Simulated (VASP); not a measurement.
Runs of VASP 6.6.1 on Ti. The structure is that of space group R-3m (No. 166), or close to it. The cells are those of the table. 

| task | cell | k mesh | cutoff (eV) | gap on the mesh (eV) | pressure (GPa) | relaxed volume (Å³/atom) | largest force (eV/Å) |
| --- | --- | --- | --- | --- | --- | --- | --- |
| single point | a = 7.171 Å, angles 23.2°, 3 atoms | 6 × 6 × 6 | 520 | none | (b) | - | - |
| relaxation of cell and atoms | relaxed from a = 7.576 Å, angles 23.2°, 3 atoms | 6 × 6 × 6 | 600 | none | -0.1 | 16.76 | 0.02 |
| single point | a = 7.122 Å, angles 23.4°, 3 atoms | 9 × 9 × 9 | 520 | none | -0.1 | - | 0.02 |
| single point | a = 7.576 Å, angles 23.2°, 3 atoms | 6 × 6 × 6 | 520 | none | -14.6 | - | 0.07 |
| relaxation of cell and atoms | relaxed from a = 7.171 Å, angles 23.2°, 3 atoms | 9 × 9 × 9 | 600 | none | 0.0 | (a) | 0.02 |

Alike in all rows: level PBEsol; potentials or basis VASP PAW PBE potentials, release 64 (Ti_sv); no spin polarisation; smearing gaussian 0.1 eV.

**Question.** Fill in the values left out.

**Answer.** (a) 16.71; (b) -0.3.

Caveats: some runs use coarse meshes; the PAW data sets were made with another functional, which shifts forces and pressure a little; the volume moved by over 15 % at a fixed basis, so the end points are rough (some runs).

A gap of «none» marks levels without a gap at the run's occupations.
